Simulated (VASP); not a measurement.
A run of VASP 6.6.1 is set up as follows.

Contents of INCAR:

```
SYSTEM = Mg5O
PREC = Accurate ; ENCUT = 520
EDIFF = 1E-6 ; ISMEAR = 0
SIGMA = 0.1 ; LREAL = .FALSE.
LASPH = .TRUE. ; NELM = 100
ALGO = Normal ; ISIF = 2
LWAVE = .FALSE. ; LCHARG = .TRUE.
GGA = PE ; LELF = .TRUE.
LVHAR = .TRUE. ; NBANDS = 17
```

Contents of KPOINTS:

```
regular mesh
0
G
  3 3 6
  0 0 0
```

Contents of POSCAR:

```
Mg5O
1.0
    7.0554740015      0.0000000000      0.0000000000
   -3.5277370007      6.1102197210      0.0000000000
    0.0000000000      0.0000000000      2.9431117983
Mg O
5 1
Direct
    0.0000000000      0.2365885728      0.0000000000
    0.7634114272      0.7634114272      0.0000000000
    0.2365885728      0.0000000000      0.0000000000
    0.6666666667      0.3333333333      0.5000000000
    0.3333333333      0.6666666667      0.5000000000
    0.0000000000      0.0000000000      0.5000000000
```

Potentials or basis: VASP PAW PBE potentials, release 64 (Mg, O).

Launch:

```sh
$ cat potpaw_PBE.64/Mg/POTCAR potpaw_PBE.64/O/POTCAR > POTCAR
$ mpirun -np 1 vasp_std > vasp.out
```

(1) What does it give for the pressure?

(2) Predict the largest force.

(3) What does it give for the band gap on the k mesh?

Results:

(1) -0.2 GPa.

(2) 0.013 eV/Å.

(3) zero (bands 8 and 9 overlap by 1.86 eV).
